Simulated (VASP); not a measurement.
Write the native input for VASP 6.6.1 that does the following.

```yaml
Task: single point
Functional: PBE
Potentials_or_basis: VASP PAW PBE potentials, release 64 (B, N)
Cutoff: 520 eV
k_mesh: 12 × 12 × 6
Occupations: fermi-dirac, width 0.02 eV
Spin: no spin polarisation
Dipole_correction: no
Further_INCAR_settings: ALGO = Normal; EDIFF = 1e-06; NBANDS = 16
```

The structure of BN lies in POSCAR:

```
BN
1.0
    2.3936019098      0.0000000000      0.0000000000
   -1.1968009549      2.0729200604      0.0000000000
    0.0000000000      0.0000000000      3.9591348069
B N
2 2
Direct
    0.6666666667      0.3333333333      0.0007834492
    0.3333333333      0.6666666667      0.5007834492
    0.6666666667      0.3333333333      0.3742165508
    0.3333333333      0.6666666667      0.8742165508
```

This cell differs from its parent crystal: strain -5.9%.

The input as run:

INCAR

```
PREC = Accurate
ENCUT = 520
EDIFF = 1E-6
ISMEAR = -1
SIGMA = 0.02
LREAL = F
LASPH = T
NELM = 100
ALGO = Normal
ISIF = 2
LWAVE = F
LCHARG = T
GGA = PE
LELF = T
LVHAR = T
NBANDS = 16
```

KPOINTS

```
Automatic mesh
0
Gamma
  12 12 6
```

Potentials or basis: VASP PAW PBE potentials, release 64 (B, N).

Run with:

```sh
$ cat potpaw_PBE.64/B/POTCAR potpaw_PBE.64/N/POTCAR > POTCAR
$ mpirun -np 1 vasp_std > vasp.out
```

It gave:

* Pressure: 104.3 GPa
* Largest force: 0.009 eV/Å
* Band gap on the k mesh: 4.72 eV, indirect (least direct gap 9.09 eV)

Caveat: the cell differs from its parent crystal (strain -5.9%).

It took 14 s on 1 thread of AMD EPYC 7R13 Processor (Zen 3) (shared host), peak memory 0.1 GiB.
